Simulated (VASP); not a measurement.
Write the native input for VASP 6.6.1 that does the following.

| Item | Value |
| --- | --- |
| Task | single point |
| Functional | PBE |
| Potentials or basis | VASP PAW PBE potentials, release 64 (Na_pv, F) |
| Cutoff | 520 eV |
| k mesh | 8 × 8 × 8 |
| Occupations | gaussian, width 0.1 eV |
| Spin | no spin polarisation |
| Dipole correction | no |
| Further INCAR settings | ALGO = Normal; EDIFF = 1e-07; NBANDS = 26 |

The structure of Na4F lies in POSCAR:

```
Na4F
1.0
   -3.1747390255      3.1747390255      3.1747390255
    3.1747390255     -3.1747390255      3.1747390255
    3.1747390255      3.1747390255     -3.1747390255
Na F
4 1
Direct
    0.5000000000      0.5000000000      0.5000000000
    0.0000000000      0.0000000000      0.5000000000
    0.0000000000      0.5000000000      0.0000000000
    0.5000000000      0.0000000000      0.0000000000
    0.0000000000      0.0000000000      0.0000000000
```

The input as run:

INCAR

```
SYSTEM = Na4F
PREC = Accurate ; ENCUT = 520
EDIFF = 1E-7 ; ISMEAR = 0
SIGMA = 0.1 ; LREAL = .False.
LASPH = .True. ; NELM = 100
ALGO = Normal ; ISIF = 2
LWAVE = .False. ; LCHARG = .False.
GGA = PE ; NBANDS = 26
```

KPOINTS

```
regular mesh
0
Gamma
  8 8 8
  0 0 0
```

Potentials or basis: VASP PAW PBE potentials, release 64 (Na_pv, F).

Run with:

```bash
$ cat potpaw_PBE.64/Na_pv/POTCAR potpaw_PBE.64/F/POTCAR > POTCAR
$ mpirun -np 1 vasp_std > vasp.out
```

Results of the run:

```yaml
Pressure: -0.1 GPa
```

Caveat: an odd number of electrons without spin polarisation forces a metal; a magnetic or distorted state may lie lower.

Wall time 64 s on 1 thread of AMD EPYC 9R45 96-Core Processor (Zen 5), with other jobs on the host, peak memory 0.25 GiB.
